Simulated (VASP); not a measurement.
F, 2 atoms in the cell. The structure is cubic, space group Fd-3m (No. 227). The conventional cell has a = 4.910 Å, b = 4.910 Å, c = 4.910 Å, α = 90.00°, β = 90.00°, γ = 90.00°. F (site symmetry -43m) has 4 F at 2.13 Å within 2.8 Å. 

- Program: VASP 6.6.1
- Task: single point
- Functional: PBE
- Potentials or basis: VASP PAW PBE potentials, release 64 (F)
- Cutoff: 520 eV
- k mesh: 9 × 9 × 9
- Occupations: fermi-dirac, width 0.136057 eV
- Spin: no spin polarisation
- Dipole correction: no
- Further INCAR settings: ALGO = Normal; EDIFF = 1e-07; NBANDS = 14

Potentials or basis: VASP PAW PBE potentials, release 64 (F).

The run is started by

```sh
$ cat potpaw_PBE.64/F/POTCAR > POTCAR
$ mpirun -np 1 vasp_std > vasp.out
```

Hardware: 1 thread of Intel Xeon 8259CL, on a shared host.

**Question.** Estimate the wall time of this run.

**Answer.** It took 21 s on 1 thread of Intel Xeon 8259CL (shared host), peak memory 0.15 GiB. Counts: scf iterations 10, k points 35.
